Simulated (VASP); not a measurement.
# Ni (Fm-3m) in VASP: further runs

The runs below take Ni through single point, with PBEsol.

All numbers are computed with VASP 6.6.1; they aren't measurements. Logs are shortened: lines on timing, memory, paths and dates and some standing lists are left out, and cuts for length are marked.

## Step 1: The cell of the first run

The structure is cubic, space group Fm-3m (No. 225). The conventional cell has a = 3.462 Å, b = 3.462 Å, c = 3.462 Å, α = 90.00°, β = 90.00°, γ = 90.00°. Within 3.2 Å of Ni (site symmetry m-3m) lie 12 Ni at 2.45 Å.

## Step 2: Single point, PBEsol, collinear spin, ferromagnetic start

INCAR

```
  ALGO = Normal
  EDIFF = 1E-7
  ENCUT = 520
  GGA = PS
  ISIF = 2
  ISMEAR = -1
  ISPIN = 2
  LASPH = T
  LCHARG = F
  LMAXMIX = 4
  LORBIT = 11
  LREAL = F
  LWAVE = F
  MAGMOM = 1
  NBANDS = 15
  NELM = 150
  PREC = Accurate
  SIGMA = 0.05
```

KPOINTS

```
k-points
0
Gamma
  21 21 21
```

POSCAR

```
Ni
1.0
    0.0000000000      1.7312125220      1.7312125220
    1.7312125220      0.0000000000      1.7312125220
    1.7312125220      1.7312125220      0.0000000000
Ni
1
Direct
    0.0000000000      0.0000000000      0.0000000000
```

Potentials or basis: VASP PAW PBE potentials, release 64 (Ni).

Command:

```sh
cat potpaw_PBE.64/Ni/POTCAR > POTCAR
mpirun -np 1 vasp_std > vasp.out
```

OUTCAR:

```text
EDIFF = 1E-7
   ENCUT = 520
   GGA = PS
   ISIF = 2
   ISMEAR = -1
   ISPIN = 2
   LASPH = T
   LORBIT = 11
   LREAL = F
   NELM = 150
   PREC = Accurate

 ion  position               nearest neighbor table
   1  0.000  0.000  0.000-

  LATTYP: Found a face centered cubic cell.
 ALAT       =     3.4624250440

  Lattice vectors:

 A1 = (   0.0000000000,   1.7312125220,   1.7312125220)
 A2 = (   1.7312125220,   0.0000000000,   1.7312125220)
 A3 = (   1.7312125220,   1.7312125220,   0.0000000000)

Analysis of symmetry for initial positions (statically):
=====================================================================
 Subroutine PRICEL returns:
 Original cell was already a primitive cell.

 Routine SETGRP: Setting up the symmetry group for a
 face centered cubic supercell.

 Subroutine GETGRP returns: Found 48 space group operations
 (whereof 48 operations were pure point group operations)
 out of a pool of 48 trial point group operations.

The static configuration has the point symmetry O_h .

Analysis of symmetry for dynamics (positions and initial velocities):
=====================================================================
 Subroutine PRICEL returns:
 Original cell was already a primitive cell.

 Routine SETGRP: Setting up the symmetry group for a
 face centered cubic supercell.

 Subroutine GETGRP returns: Found 48 space group operations
 (whereof 48 operations were pure point group operations)
 out of a pool of 48 trial point group operations.

The dynamic configuration has the point symmetry O_h .

Analysis of structural, dynamic, and magnetic symmetry:
=====================================================================
 Subroutine PRICEL returns:
 Original cell was already a primitive cell.

 Routine SETGRP: Setting up the symmetry group for a
 face centered cubic supercell.

 Subroutine GETGRP returns: Found 48 space group operations
 (whereof 48 operations were pure point group operations)
 out of a pool of 48 trial point group operations.

The overall configuration has the point symmetry O_h .

 Subroutine INISYM returns: Found 48 space group operations
 (whereof 48 operations are pure point group operations),
 and found     1 'primitive' translations

----------------------------------------------------------------------------------------

                                     Primitive cell

  volume of cell :      10.3772

  direct lattice vectors                    reciprocal lattice vectors
     0.000000000  1.731212522  1.731212522    -0.288814917  0.288814917  0.288814917
     1.731212522  0.000000000  1.731212522     0.288814917 -0.288814917  0.288814917
     1.731212522  1.731212522  0.000000000     0.288814917  0.288814917 -0.288814917

  length of vectors
     2.448304228  2.448304228  2.448304228     0.500242109  0.500242109  0.500242109

  position of ions in fractional coordinates (direct lattice)
     0.000000000  0.000000000  0.000000000

  ion indices of the primitive-cell ions
   primitive index   ion index
                 1           1

----------------------------------------------------------------------------------------

 KPOINTS: k-points

Automatic generation of k-mesh.
 Grid dimensions read from file:
 generate k-points for:   21   21   21

 Generating k-lattice:

  Cartesian coordinates                     Fractional coordinates (reciprocal lattice)
    -0.013753091  0.013753091  0.013753091     0.047619048  0.000000000  0.000000000
     0.013753091 -0.013753091  0.013753091     0.000000000  0.047619048  0.000000000
     0.013753091  0.013753091 -0.013753091     0.000000000  0.000000000  0.047619048

  Length of vectors
     0.023821053  0.023821053  0.023821053

  Shift w.r.t. Gamma in fractional coordinates (k-lattice)
     0.000000000  0.000000000  0.000000000

 Subroutine IBZKPT returns following result:
 ===========================================

 Found    286 irreducible k-points:

 Following reciprocal coordinates:
            Coordinates               Weight
  0.000000  0.000000  0.000000      1.000000
  0.047619  0.000000  0.000000      8.000000
  0.095238  0.000000  0.000000      8.000000
  0.142857  0.000000  0.000000      8.000000
  0.190476  0.000000  0.000000      8.000000
  0.238095  0.000000  0.000000      8.000000
[... 16 lines left out ...]
 -0.428571  0.047619  0.000000     24.000000
 -0.380952  0.047619  0.000000     24.000000
 [... further k-points ...]
   k-points           NKPTS =    286   k-points in BZ     NKDIM =    286   number of bands    NBANDS=     15
   number of dos      NEDOS =    301   number of ions     NIONS =      1
   total plane-waves  NPLWV =   5832
   dimension x,y,z NGX =    18 NGY =   18 NGZ =   18
   dimension x,y,z NGXF=    36 NGYF=   36 NGZF=   36
   ions per type =               1
   NGX,Y,Z   is equivalent  to a cutoff of  12.22, 12.22, 12.22 a.u.
   NGXF,Y,Z  is equivalent  to a cutoff of  24.44, 24.44, 24.44 a.u.
 SYSTEM =  unknown system
   PREC   = accura    normal or accurate (medium, high low for compatibility)
   ISTART =      0    job   : 0-new  1-cont  2-samecut
   ICHARG =      2    charge: 1-file 2-atom 10-const
   ISPIN  =      2    spin polarized calculation?
   LNONCOLLINEAR =      F non collinear calculations
   LSORBIT =      F    spin-orbit coupling
   LASPH  =      T    aspherical Exc in radial PAW
   ENCUT  =  520.0 eV  38.22 Ry    6.18 a.u.   4.55  4.55  4.55*2*pi/ulx,y,z
   NELM   =    150;   NELMIN=  2; NELMDL= -5     # of ELM steps
   EDIFF  = 0.1E-06   stopping-criterion for ELM
   LREAL  =      F    real-space projection
   EDIFFG = 0.1E-05   stopping-criterion for IOM
   NSW    =      0    number of steps for IOM
   IBRION =     -1    ionic relax: 0-MD 1-quasi-New 2-CG
   NFREE  =      0    steps in history (QN), initial steepest desc. (CG)
   ISIF   =      2    stress and relaxation
   ISYM   =      2    0-nonsym 1-usesym 2-fastsym
   POTIM  = 0.5000    time-step for ionic-motion
   TEBEG  =    0.0;   TEEND  =   0.0 temperature during run
   PSTRESS=    0.0 pullay stress
   NELECT =      10.0000    total number of electrons
   NUPDOWN=      -1.0000    fix difference up-down
   EMIN   =  10.00;   EMAX   =-10.00  energy-range for DOS
   EFERMI =   0.00;   METHOD = LEGACY
   ISMEAR =    -1;   SIGMA  =   0.05  broadening in eV -4-tet -1-fermi 0-gaus
   EFERMI_NEDOS =   21; number of points for ismear=-14 and -15
   IALGO  =     38    algorithm
   IMIX   =      4    mixing-type and parameters
     AMIX     =   0.40;   BMIX     =  1.00
     AMIX_MAG =   1.60;   BMIX_MAG =  1.00
  volume/ion in A,a.u.               =      10.38        70.03
  Fermi-wavevector in a.u.,A,eV,Ry     =   1.617016  3.055718 35.575729  2.614742
  Thomas-Fermi vector in A             =   2.711509
   LORBIT       =     11    0 simple, 1 ext, 2 COOP (PROOUT), +10 PAW based schemes
   GGA     = PS    functional components
   LHFCALC =     F    Hartree Fock is set to
   AEXX    =    0.0000 exact exchange contribution
   IVDW    =     0    specifies the selected vdW correction
   LEPSILON=     F    determine dielectric tensor
   LRPA    =     F    only Hartree local field effects (RPA)
 spin polarized calculation
  energy-cutoff  :      520.00
  volume of cell :       10.38
 maximum number of plane-waves:       295
   NGX =  9   NGY =  9   NGZ =  9

 number of electron      10.0000000 magnetization       1.0000000

 number of electron       9.9999993 magnetization       0.5924920

 Free energy of the ion-electron system (eV)
  ---------------------------------------------------
  ext. energy  EPLUGINS =         0.00000000
  ---------------------------------------------------
  free energy    TOTEN  =        -6.14240863 eV

  energy without entropy =       -6.12846724  energy(sigma->0) =       -6.13543794

 E-fermi :   9.8695     XC(G=0): -13.7180

 val. band max:        9.8635954323   @ k =   0.3810   0.0952   0.0000
 cond. band min:       9.8695658980   @ k =  -0.3810   0.2381   0.0476
 fundamental gap:      0.0059704657
 Fermi energy:         9.8694516286

 spin component 1

 k-point     1 :       0.0000    0.0000    0.0000
  band No.  band energies     occupation
      1       0.4785      1.00000
      2       7.3430      1.00000
      3       7.3430      1.00000
      4       7.3430      1.00000
      5       8.5941      1.00000
      6       8.5941      1.00000
      7      33.9690      0.00000
      8      38.1833      0.00000
      9      38.1833      0.00000
     10      38.1833      0.00000
     11      41.2694      0.00000
     12      41.2694      0.00000
     13      41.2694      0.00000
     14      44.1734      0.00000
     15      50.9892      0.00000
[... 397 lines left out ...]
 k-point    24 :      -0.3810    0.0476    0.0000
  band No.  band energies     occupation
      1       4.6088      1.00000
      2       7.3846      1.00000
      3       7.4413      1.00000
      4       7.9676      1.00000
      5       9.0796      1.00000
      6       9.4776      0.99961
      7      18.1813      0.00000
      8      32.0449      0.00000
      9      34.3926      0.00000
     10      36.1052      0.00000
     11      38.4397      0.00000
     12      40.0688      0.00000
     13      44.9702      0.00000
     14      53.1333      0.00000
     15      53.9516      0.00000

 [... further k-points ...]

 spin component 2

 k-point     1 :       0.0000    0.0000    0.0000
  band No.  band energies     occupation
      1       0.4679      1.00000
      2       8.0298      1.00000
      3       8.0298      1.00000
      4       8.0298      1.00000
      5       9.1712      1.00000
      6       9.1712      1.00000
      7      33.8645      0.00000
      8      38.1791      0.00000
      9      38.1791      0.00000
     10      38.1791      0.00000
     11      41.3863      0.00000
     12      41.3863      0.00000
     13      41.3863      0.00000
     14      44.0879      0.00000
     15      51.1834      0.00000
[... 397 lines left out ...]
 k-point    24 :      -0.3810    0.0476    0.0000
  band No.  band energies     occupation
      1       4.8963      1.00000
      2       7.9648      1.00000
      3       8.0334      1.00000
      4       8.2446      1.00000
      5       9.7738      0.87135
      6      10.1095      0.00815
      7      18.4628      0.00000
      8      32.0135      0.00000
      9      34.4369      0.00000
     10      36.2023      0.00000
     11      38.5043      0.00000
     12      40.1186      0.00000
     13      45.0798      0.00000
     14      53.2172      0.00000
     15      54.4790      0.00000

 [... further k-points ...]
[... 5 lines left out ...]
  --------------------------------------------------------------------------------------
  -------------------------------------------------------------------------------------
  Total       -0.0033496     -0.0033496     -0.0033496      0.0000000      0.0000000      0.0000000
  in kB       -0.5171557     -0.5171557     -0.5171557      0.0000000      0.0000000      0.0000000
  external PRESSURE =      -0.5171557 kB  Pullay stress =       0.0000000 kB

 VOLUME and BASIS-vectors are now :
 -----------------------------------------------------------------------------
  energy-cutoff  :      520.00
  volume of cell :       10.38
      direct lattice vectors                 reciprocal lattice vectors
     0.000000000  1.731212522  1.731212522    -0.288814917  0.288814917  0.288814917
     1.731212522  0.000000000  1.731212522     0.288814917 -0.288814917  0.288814917
     1.731212522  1.731212522  0.000000000     0.288814917  0.288814917 -0.288814917

 POSITION                                       TOTAL-FORCE (eV/Angst)
 -----------------------------------------------------------------------------------
      0.00000      0.00000      0.00000         0.000000      0.000000     -0.000000
 -----------------------------------------------------------------------------------
    total drift:                                0.000000     -0.000000     -0.000000

  FREE ENERGIE OF THE ION-ELECTRON SYSTEM (eV)
  ---------------------------------------------------
  free  energy   TOTEN  =        -6.1424086333 eV

  energy  without entropy=       -6.1284672414  energy(sigma->0) =       -6.13543794

 total charge

# of ion       s       p       d       tot
------------------------------------------
    1        0.521   0.546   8.336   9.402

 magnetization (x)

# of ion       s       p       d       tot
------------------------------------------
    1       -0.007  -0.024   0.628   0.598
```

Run time: 56 s. Hardware: 1 thread of Intel Xeon Platinum 8488C (Sapphire Rapids), shared host; peak memory 0.18 GiB.

Results:

```
Free energy                                           : -6.1424 eV
Pressure                                              : -0.1 GPa
Net moment                                            : 0.59 μB per cell
Site moments                                          : Ni +0.60 μB
Valence electrons inside the program's atomic spheres : Ni 9.40
```

Levels at points of the mesh, in eV from the Fermi level:
Spin up:
| k point | band 2 | band 3 | band 4 | band 5 | band 6 | band 7 | band 8 | band 9 |
| --- | --- | --- | --- | --- | --- | --- | --- | --- |
| (0.00, 0.00, 0.00) | -2.53 | -2.53 | -2.53 | -1.28 | -1.28 | 24.10 | 28.31 | 28.31 |
Spin down:
```csv
k point,band 3,band 4,band 5,band 6,band 7,band 8
"(0.00, 0.00, 0.00)",-1.84,-1.84,-0.70,-0.70,24.00,28.31
```

Caveat: the PAW data sets were made with another functional, which shifts forces and pressure a little.

## Step 3: Single point, PBEsol, collinear spin, ferromagnetic start

INCAR

```
SYSTEM = Ni
  PREC = Accurate
  ENCUT = 520
  EDIFF = 1E-6
  ISMEAR = -1
  SIGMA = 0.05
  LREAL = .FALSE.
  LASPH = .TRUE.
  NELM = 150
  ALGO = Normal
  ISIF = 2
  LWAVE = .FALSE.
  LCHARG = .FALSE.
  ISPIN = 2
  MAGMOM = 1
  LORBIT = 11
  LMAXMIX = 4
  GGA = PS
  NBANDS = 15
```

KPOINTS

```
regular mesh
0
G
  21 21 21
  0 0 0
```

POSCAR

```
Ni
1.0
    0.0000000000      1.7312525854      1.7312525854
    1.7312525854      0.0000000000      1.7312525854
    1.7312525854      1.7312525854      0.0000000000
Ni
1
Direct
    0.0000000000      0.0000000000      0.0000000000
```

Potentials or basis: VASP PAW PBE potentials, release 64 (Ni).

Command:

```sh
cat potpaw_PBE.64/Ni/POTCAR > POTCAR
mpirun -np 1 vasp_std > vasp.out
```

Wall time 51 s (1 thread of Intel Xeon Platinum 8488C (Sapphire Rapids), shared host); peak memory 0.17 GiB.

Results (log left out):

- Free energy: -6.1424 eV
- Pressure: -0.1 GPa
- Net moment: 0.59 μB per cell
- Site moments: Ni +0.60 μB
- Valence electrons inside the program's atomic spheres: Ni 9.40

Levels at points of the mesh, in eV from the Fermi level:
Spin up:
| k point | band 2 | band 3 | band 4 | band 5 | band 6 | band 7 | band 8 | band 9 |
| --- | --- | --- | --- | --- | --- | --- | --- | --- |
| (0.00, 0.00, 0.00) | -2.53 | -2.53 | -2.53 | -1.28 | -1.28 | 24.10 | 28.31 | 28.31 |
Spin down:
```csv
k point,band 3,band 4,band 5,band 6,band 7,band 8
"(0.00, 0.00, 0.00)",-1.84,-1.84,-0.70,-0.70,23.99,28.31
```

Caveat: the PAW data sets were made with another functional, which shifts forces and pressure a little.
